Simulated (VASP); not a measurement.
# HgS (F-43m) in VASP: a series of runs

The runs below take HgS through single point, with HSE06, PBE0.

All numbers are computed with VASP 6.6.1; they aren't measurements. Logs are shortened: lines on timing, memory, paths and dates and some standing lists are left out, and cuts for length are marked.

### Step 1. The cell of the first run

It takes space group F-43m (No. 216, cubic). The conventional cell has a = 5.930 Å, b = 5.930 Å, c = 5.930 Å, α = 90.00°, β = 90.00°, γ = 90.00°. Within 3.4 Å of Hg (site symmetry -43m) lie 4 S at 2.57 Å. Within 3.4 Å of S (site symmetry -43m) lie 4 Hg at 2.57 Å.

### Step 2. Single point, HSE06, non-collinear spin, zero start, spin-orbit coupling

The input, POSCAR:

```
HgS
1.0
    0.0000000000      2.9651863289      2.9651863289
    2.9651863289      0.0000000000      2.9651863289
    2.9651863289      2.9651863289      0.0000000000
Hg S
1 1
Direct
    0.0000000000      0.0000000000      0.0000000000
    0.2500000000      0.2500000000      0.2500000000
```

The input, INCAR.step1:

```
ALGO = Normal
EDIFF = 1E-5
ENCUT = 400
GGA = PE
GGA_COMPAT = False
ISIF = 2
ISMEAR = -1
LASPH = True
LCHARG = False
LORBIT = 11
LORBMOM = True
LREAL = False
LSORBIT = True
LWAVE = True
MAGMOM = 0 0 0 0 0 0
NBANDS = 30
NELM = 200
PREC = Accurate
SIGMA = 0.02
```

The input, INCAR.step2:

```
ALGO = Normal
EDIFF = 1E-6
ENCUT = 400
GGA = PE
GGA_COMPAT = False
HFSCREEN = 0.2079
ISIF = 2
ISMEAR = -1
ISTART = 1
LASPH = True
LCHARG = False
LHFCALC = True
LORBIT = 11
LORBMOM = True
LREAL = False
LSORBIT = True
LWAVE = False
MAGMOM = 0 0 0 0 0 0
NBANDS = 30
NELM = 200
PREC = Accurate
PRECFOCK = Normal
SIGMA = 0.02
```

The input, KPOINTS:

```
k-points
0
Gamma
  4 4 4
```

Potentials or basis: VASP PAW PBE potentials, release 64 (Hg, S).

Command:

```
cat potpaw_PBE.64/Hg/POTCAR potpaw_PBE.64/S/POTCAR > POTCAR
cp INCAR.step1 INCAR
mpirun -np 1 vasp_ncl > vasp.out
cp INCAR.step2 INCAR
mpirun -np 1 vasp_ncl > vasp.out
```

OUTCAR:

```text
EDIFF = 1E-6
   ENCUT = 400
   GGA = PE
   HFSCREEN = 0.2079
   ISIF = 2
   ISMEAR = -1
   ISTART = 1
   LASPH = True
   LHFCALC = True
   LORBIT = 11
   LREAL = False
   LSORBIT = True
   NELM = 200
   PREC = Accurate
   PRECFOCK = Normal

 ion  position               nearest neighbor table
   1  0.000  0.000  0.000-   2 2.57   2 2.57   2 2.57   2 2.57
   2  0.250  0.250  0.250-   1 2.57   1 2.57   1 2.57   1 2.57

  LATTYP: Found a face centered cubic cell.
 ALAT       =     5.9303726578

  Lattice vectors:

 A1 = (   0.0000000000,   2.9651863289,   2.9651863289)
 A2 = (   2.9651863289,   0.0000000000,   2.9651863289)
 A3 = (   2.9651863289,   2.9651863289,   0.0000000000)

Analysis of symmetry for initial positions (statically):
=====================================================================
 Subroutine PRICEL returns:
 Original cell was already a primitive cell.

 Routine SETGRP: Setting up the symmetry group for a
 face centered cubic supercell.

 Subroutine GETGRP returns: Found 24 space group operations
 (whereof 24 operations were pure point group operations)
 out of a pool of 48 trial point group operations.

The static configuration has the point symmetry T_d .

Analysis of symmetry for dynamics (positions and initial velocities):
=====================================================================
 Subroutine PRICEL returns:
 Original cell was already a primitive cell.

 Routine SETGRP: Setting up the symmetry group for a
 face centered cubic supercell.

 Subroutine GETGRP returns: Found 24 space group operations
 (whereof 24 operations were pure point group operations)
 out of a pool of 48 trial point group operations.

The dynamic configuration has the point symmetry T_d .

Analysis of structural, dynamic, and magnetic symmetry:
=====================================================================
 Subroutine PRICEL returns:
 Original cell was already a primitive cell.

 Routine SETGRP: Setting up the symmetry group for a
 face centered cubic supercell.

 Subroutine GETGRP returns: Found 24 space group operations
 (whereof 24 operations were pure point group operations)
 out of a pool of 48 trial point group operations.

The overall configuration has the point symmetry T_d .

 Subroutine INISYM returns: Found 24 space group operations
 (whereof 24 operations are pure point group operations),
 and found     1 'primitive' translations

----------------------------------------------------------------------------------------

                                     Primitive cell

  volume of cell :      52.1418

  direct lattice vectors                    reciprocal lattice vectors
     0.000000000  2.965186329  2.965186329    -0.168623467  0.168623467  0.168623467
     2.965186329  0.000000000  2.965186329     0.168623467 -0.168623467  0.168623467
     2.965186329  2.965186329  0.000000000     0.168623467  0.168623467 -0.168623467

  length of vectors
     4.193406721  4.193406721  4.193406721     0.292064413  0.292064413  0.292064413

  position of ions in fractional coordinates (direct lattice)
     0.000000000  0.000000000  0.000000000
     0.250000000  0.250000000  0.250000000

  ion indices of the primitive-cell ions
   primitive index   ion index
                 1           1
                 2           2

----------------------------------------------------------------------------------------

 KPOINTS: k-points

Automatic generation of k-mesh.
 Grid dimensions read from file:
 generate k-points for:    4    4    4

 Generating k-lattice:

  Cartesian coordinates                     Fractional coordinates (reciprocal lattice)
    -0.042155867  0.042155867  0.042155867     0.250000000  0.000000000  0.000000000
[... 85 lines left out ...]
 maximum number of plane-waves:      1920
  NGX = 24; NGY = 24; NGZ = 24

 number of electron      17.9999999 magnetization      -0.0000000     -0.0000000     -0.0000001

 number of electron      17.9999999 magnetization       0.0000000      0.0000000      0.0000000

 Free energy of the ion-electron system (eV)
  ---------------------------------------------------
  ext. energy  EPLUGINS =         0.00000000
  ---------------------------------------------------
  free energy    TOTEN  =        -6.11183892 eV

  energy without entropy =       -6.11183619  energy(sigma->0) =       -6.11183755

 E-fermi :   1.3812     XC(G=0):  -7.5548

 val. band max:        1.2126034462   @ k =   0.0000   0.0000   0.0000
 cond. band min:       1.5487970947   @ k =   0.0000   0.0000   0.0000
 fundamental gap:      0.3361936485
 Fermi energy:         1.3812467170

 k-point     1 :       0.0000    0.0000    0.0000
  band No.  band energies     occupation
      1     -13.0685      1.00000
      2     -13.0685      1.00000
      3      -7.4782      1.00000
      4      -7.4782      1.00000
      5      -7.4781      1.00000
      6      -7.4781      1.00000
[... 319 lines left out ...]
     29      15.1447      0.00000
     30      15.2224      0.00000

------------------------ aborting loop because EDIFF is reached ----------------------------------------

  FORCE on cell =-STRESS in cart. coord.  units (eV):
  Direction    XX          YY          ZZ          XY          YZ          ZX
  --------------------------------------------------------------------------------------
  -------------------------------------------------------------------------------------
  Total       -0.0938897     -0.0938897     -0.0938897      0.0000000      0.0000000      0.0000000
  in kB       -2.8849791     -2.8849791     -2.8849791      0.0000000      0.0000000      0.0000000
  external PRESSURE =      -2.8849791 kB  Pullay stress =       0.0000000 kB

 VOLUME and BASIS-vectors are now :
 -----------------------------------------------------------------------------
  energy-cutoff  :      400.00
  volume of cell :       52.14
      direct lattice vectors                 reciprocal lattice vectors
     0.000000000  2.965186329  2.965186329    -0.168623467  0.168623467  0.168623467
     2.965186329  0.000000000  2.965186329     0.168623467 -0.168623467  0.168623467
     2.965186329  2.965186329  0.000000000     0.168623467  0.168623467 -0.168623467

 POSITION                                       TOTAL-FORCE (eV/Angst)
 -----------------------------------------------------------------------------------
      0.00000      0.00000      0.00000         0.000000      0.000000      0.000000
      1.48259      1.48259      1.48259        -0.000000     -0.000000     -0.000000
 -----------------------------------------------------------------------------------
    total drift:                                0.000004      0.000007     -0.000002

  FREE ENERGIE OF THE ION-ELECTRON SYSTEM (eV)
  ---------------------------------------------------
  free  energy   TOTEN  =        -6.1118389163 eV

  energy  without entropy=       -6.1118361859  energy(sigma->0) =       -6.11183755

 orbital moment (x)

 # of ion     p       d       tot
 ----------------------------------------
  1        -0.000   0.000   0.000
  2        -0.000   0.000  -0.000
 ----------------------------------------
           -0.000   0.000   0.000

 orbital moment (y)

 # of ion     p       d       tot
 ----------------------------------------
  1        -0.000   0.000   0.000
  2        -0.000   0.000  -0.000
 ----------------------------------------
           -0.000   0.000  -0.000

 orbital moment (z)

 # of ion     p       d       tot
 ----------------------------------------
  1        -0.000   0.000   0.000
  2        -0.000   0.000  -0.000
 ----------------------------------------
           -0.000   0.000   0.000

 Spin-Orbit-Coupling matrix elements

 Ion:    1  E_soc:     -0.5377418
 l=   1
     0.0000000    -0.0241338    -0.0241337
    -0.0241338     0.0000000    -0.0241340
    -0.0241337    -0.0241340     0.0000000
 l=   2
     0.0000000    -0.0135885     0.0000000    -0.0135885    -0.0519014
    -0.0135885     0.0000000    -0.0389260    -0.0135885    -0.0129753
     0.0000000    -0.0389260     0.0000000    -0.0389259     0.0000000
    -0.0135885    -0.0135885    -0.0389259     0.0000000    -0.0129753
    -0.0519014    -0.0129753     0.0000000    -0.0129753     0.0000000
 l=   3
     0.0000000     0.0000000     0.0000000     0.0000000     0.0000000     0.0000000     0.0000000
     0.0000000     0.0000000     0.0000000     0.0000000     0.0000000     0.0000000     0.0000000
     0.0000000     0.0000000     0.0000000     0.0000000     0.0000000     0.0000000     0.0000000
     0.0000000     0.0000000     0.0000000     0.0000000     0.0000000     0.0000000     0.0000000
     0.0000000     0.0000000     0.0000000     0.0000000     0.0000000     0.0000000     0.0000000
     0.0000000     0.0000000     0.0000000     0.0000000     0.0000000     0.0000000     0.0000000
     0.0000000     0.0000000     0.0000000     0.0000000     0.0000000     0.0000000     0.0000000

 Ion:    2  E_soc:     -0.0025276
 l=   1
     0.0000000    -0.0004213    -0.0004213
    -0.0004213     0.0000000    -0.0004213
    -0.0004213    -0.0004213     0.0000000
 l=   2
     0.0000000     0.0000000     0.0000000     0.0000000     0.0000000
     0.0000000     0.0000000     0.0000000     0.0000000     0.0000000
     0.0000000     0.0000000     0.0000000     0.0000000     0.0000000
     0.0000000     0.0000000     0.0000000     0.0000000     0.0000000
     0.0000000     0.0000000     0.0000000     0.0000000     0.0000000
 l=   3
     0.0000000     0.0000000     0.0000000     0.0000000     0.0000000     0.0000000     0.0000000
     0.0000000     0.0000000     0.0000000     0.0000000     0.0000000     0.0000000     0.0000000
     0.0000000     0.0000000     0.0000000     0.0000000     0.0000000     0.0000000     0.0000000
     0.0000000     0.0000000     0.0000000     0.0000000     0.0000000     0.0000000     0.0000000
     0.0000000     0.0000000     0.0000000     0.0000000     0.0000000     0.0000000     0.0000000
     0.0000000     0.0000000     0.0000000     0.0000000     0.0000000     0.0000000     0.0000000
     0.0000000     0.0000000     0.0000000     0.0000000     0.0000000     0.0000000     0.0000000

 total charge

# of ion       s       p       d       tot
------------------------------------------
    1        0.616   0.406   9.446  10.469
    2        1.324   2.349   0.000   3.672
--------------------------------------------------
tot          1.940   2.754   9.446  14.141

 magnetization (x)

# of ion       s       p       d       tot
------------------------------------------
    1        0.000   0.000   0.000   0.000
    2        0.000  -0.000   0.000  -0.000
--------------------------------------------------
tot          0.000   0.000   0.000   0.000

 magnetization (y)

# of ion       s       p       d       tot
------------------------------------------
    1        0.000   0.000   0.000   0.000
    2       -0.000  -0.000   0.000  -0.000
--------------------------------------------------
tot         -0.000   0.000   0.000  -0.000

 magnetization (z)

# of ion       s       p       d       tot
------------------------------------------
    1        0.000   0.000   0.000   0.000
    2        0.000   0.000   0.000   0.000
--------------------------------------------------
tot          0.000   0.000   0.000   0.000
```

It took 49 min on 1 thread of Intel Xeon Platinum 8375C at 2.90GHz (Ice Lake), shared host; peak memory 0.39 GiB.

What came out:

```
Free energy                                           : -6.1118 eV
Pressure                                              : -0.3 GPa
Net moment                                            : 0.00 μB per cell
Valence electrons inside the program's atomic spheres : Hg 10.47; S 3.67
```

Moments on the atoms (μB; x, y, z):
```
Hg  0.00 0.00 0.00
S   0.00 0.00 0.00
```

Caveat: the k points lie up to 0.46 Å⁻¹ apart; the PAW data sets were made with another functional, which shifts forces and pressure a little.

### Step 3. Single point, PBE0

POSCAR is that of step 2.

The input, INCAR.step1:

```
SYSTEM = HgS
PREC     = Accurate       ! precision mode
ENCUT    = 400            ! plane-wave cutoff, eV
EDIFF    = 1E-5           ! SCF threshold, eV
ISMEAR   = 0              ! smearing method
SIGMA    = 0.01           ! smearing width, eV
LREAL    = .FALSE.        ! projectors in reciprocal space
LASPH    = .TRUE.         ! aspherical terms in the spheres
NELM     = 120            ! most SCF steps
ALGO     = Normal         ! electronic algorithm
ISIF     = 2              ! what is computed and relaxed
LWAVE    = .TRUE.         ! write WAVECAR
LCHARG   = .FALSE.        ! write CHGCAR
NBANDS   = 16             ! bands
GGA      = PE             ! functional
GGA_COMPAT= .FALSE.
```

The input, INCAR.step2:

```
SYSTEM = HgS
PREC     = Accurate       ! precision mode
ENCUT    = 400            ! plane-wave cutoff, eV
EDIFF    = 1E-6           ! SCF threshold, eV
ISMEAR   = 0              ! smearing method
SIGMA    = 0.01           ! smearing width, eV
LREAL    = .FALSE.        ! projectors in reciprocal space
LASPH    = .TRUE.         ! aspherical terms in the spheres
NELM     = 120            ! most SCF steps
ALGO     = Normal         ! electronic algorithm
ISIF     = 2              ! what is computed and relaxed
LWAVE    = .FALSE.        ! write WAVECAR
LCHARG   = .FALSE.        ! write CHGCAR
GGA      = PE             ! functional
LHFCALC  = .TRUE.         ! exact exchange
AEXX     = 0.25           ! exact-exchange fraction
PRECFOCK = Normal       
NBANDS   = 16             ! bands
ISTART   = 1            
GGA_COMPAT= .FALSE.
```

The input, KPOINTS:

```
regular mesh
0
G
  6 6 6
  0 0 0
```

Potentials or basis: VASP PAW PBE potentials, release 64 (Hg, S).

Command:

```
cat potpaw_PBE.64/Hg/POTCAR potpaw_PBE.64/S/POTCAR > POTCAR
cp INCAR.step1 INCAR
mpirun -np 1 vasp_std > vasp.out
cp INCAR.step2 INCAR
mpirun -np 1 vasp_std > vasp.out
```

Run time: 34 min. Hardware: 1 thread of Intel Xeon Platinum 8259CL at 2.50GHz (Skylake/Cascade Lake), shared host; peak memory 0.19 GiB.

It converged, with:

- Free energy: -6.4367 eV
- Pressure: -0.2 GPa
- Band gap on the k mesh: 0.99 eV

Levels at points of the mesh, in eV from the valence-band top:
| k point | band 7 | band 8 | band 9 | band 10 | band 11 | band 12 |
| --- | --- | --- | --- | --- | --- | --- |
| (0.00, 0.00, 0.00) | 0.00 | 0.00 | 0.00 | 0.99 | 7.83 | 7.83 |
| (0.50, 0.00, 0.00) | -5.67 | -1.01 | -1.01 | 3.22 | 8.56 | 8.56 |
| (0.50, 0.50, 0.00) | -5.13 | -2.40 | -2.40 | 4.90 | 5.00 | 10.35 |

Caveat: the PAW data sets were made with another functional, which shifts forces and pressure a little; spin-orbit coupling is left out, which moves the levels of the heavy elements.
